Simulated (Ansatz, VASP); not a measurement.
MoP in VASP and in Ansatz

Contents of INCAR:

```
PREC = Accurate
ENCUT = 500
EDIFF = 1E-6
ISMEAR = 1
SIGMA = 0.1
LREAL = F
LASPH = T
NELM = 120
ALGO = Normal
ISIF = 2
LWAVE = F
LCHARG = F
NBANDS = 90
GGA_COMPAT = F
```

KPOINTS

```
regular mesh
0
Gamma
  3 3 3
```

Contents of POSCAR:

```
MoP
1.0
    6.4818669004     -0.0000000578      0.0000000000
   -3.2409334001      5.6134614286      0.0000000000
    0.0000000000      0.0000000000      6.3890524457
Mo P
8 8
Direct
    0.0000000000      0.0000000000      0.0000000000
    0.0000000000      0.0000000000      0.5000000000
    0.0000000000      0.5000000000      0.0000000000
    0.0000000000      0.5000000000      0.5000000000
    0.5000000000      0.0000000000      0.0000000000
    0.5000000000      0.0000000000      0.5000000000
    0.5000000000      0.5000000000      0.0000000000
    0.5000000000      0.5000000000      0.5000000000
    0.1666666666      0.3333333334      0.2500000000
    0.1666666666      0.3333333334      0.7500000000
    0.1666666666      0.8333333333      0.2500000000
    0.1666666666      0.8333333333      0.7500000000
    0.6666666666      0.3333333334      0.2500000000
    0.6666666666      0.3333333334      0.7500000000
    0.6666666666      0.8333333333      0.2500000000
    0.6666666666      0.8333333333      0.7500000000
```

Input for Ansatz:

```yaml
crystal:
  lattice:
    - [6.4818669004, -5.78e-08, 0.0]
    - [-3.2409334001, 5.6134614286, 0.0]
    - [0.0, 0.0, 6.3890524457]
  atoms:
    - { symbol: Mo, position: [0.0, 0.0, 0.0] }
    - { symbol: P, position: [0.1666666666, 0.3333333334, 0.25] }
    - { symbol: Mo, position: [0.0, 0.0, 0.5] }
    - { symbol: P, position: [0.1666666666, 0.3333333334, 0.75] }
    - { symbol: Mo, position: [0.0, 0.5, 0.0] }
    - { symbol: P, position: [0.1666666666, 0.8333333333, 0.25] }
    - { symbol: Mo, position: [0.0, 0.5, 0.5] }
    - { symbol: P, position: [0.1666666666, 0.8333333333, 0.75] }
    - { symbol: Mo, position: [0.5, 0.0, 0.0] }
    - { symbol: P, position: [0.6666666666, 0.3333333334, 0.25] }
    - { symbol: Mo, position: [0.5, 0.0, 0.5] }
    - { symbol: P, position: [0.6666666666, 0.3333333334, 0.75] }
    - { symbol: Mo, position: [0.5, 0.5, 0.0] }
    - { symbol: P, position: [0.6666666666, 0.8333333333, 0.25] }
    - { symbol: Mo, position: [0.5, 0.5, 0.5] }
    - { symbol: P, position: [0.6666666666, 0.8333333333, 0.75] }
basis:
  ecutwfc: 420
  xc_grid: 2
hamiltonian:
  xc: lda
  pseudopotentials: { kind: paw, azcp: { folder: soft_1 } }
kpoints:
  mp_grid: { grid: [3, 3, 3] }
scf:
  occupations: { method: methfessel_paxton, width: 0.1 }
  max_iter: 120
output:
  forces: true
  stress: true
```

Alike in both runs: task single point; functional LDA; k mesh 3 × 3 × 3; occupations methfessel-paxton of order 1, width 0.1 eV; no spin polarisation.

|  | VASP | Ansatz |
| --- | --- | --- |
| version | VASP 6.6.1 | Ansatz 0.2.0 |
| potentials or method | VASP PAW LDA potentials, release 64 (Mo_sv, P), cutoff 500 eV | plane-wave PAW DFT |
| valence electrons in the cell | 152 | 152 |

```tsv
	VASP	Ansatz	Ansatz less VASP
pressure (GPa)	-9.0	-9.5	-0.52
```

Ansatz warns that its potentials were made for another functional, while VASP's fit it. LDA's correlation is that of Perdew and Zunger in VASP and of Perdew and Wang (1992) in Ansatz.

The k mesh is coarse, so the values compare programs but aren't converged.
